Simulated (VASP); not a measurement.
Input of a VASP 6.6.1 run:

File INCAR:

```
ALGO = Normal
EDIFF = 1E-7
ENCUT = 520
GGA = PS
ISIF = 2
ISMEAR = 0
LASPH = True
LCHARG = False
LREAL = False
LWAVE = False
NBANDS = 14
NELM = 60
PREC = Accurate
SIGMA = 0.05
```

Contents of KPOINTS:

```
k-points
0
Gamma
  8 8 8
```

Contents of POSCAR:

```
NaF
1.0
    0.0000000000      2.3929990000      2.3233000000
    2.3929990000      0.0000000000      2.3233000000
    2.3929990000      2.3929990000      0.0000000000
Na F
1 1
Direct
    0.0000000000      0.0000000000      0.0000000000
    0.5000000000      0.5000000000      0.5000000000
```

Potentials or basis: VASP PAW PBE potentials, release 64 (Na_pv, F).

Command:

```sh
$ cat potpaw_PBE.64/Na_pv/POTCAR potpaw_PBE.64/F/POTCAR > POTCAR
$ mpirun -np 1 vasp_std > vasp.out
```

Predict the band gap on the k mesh.

5.83 eV.

Predict the pressure.

-2.9 GPa.

Stress tensor (GPa, compression positive):
```
-3.44  0.00  0.00
 0.00 -3.44  0.00
 0.00  0.00 -1.73
```

Caveat: the cell differs from its parent crystal (strain +0.030 along x and y, +0.000 along z); the PAW data sets were made with another functional, which shifts forces and pressure a little.
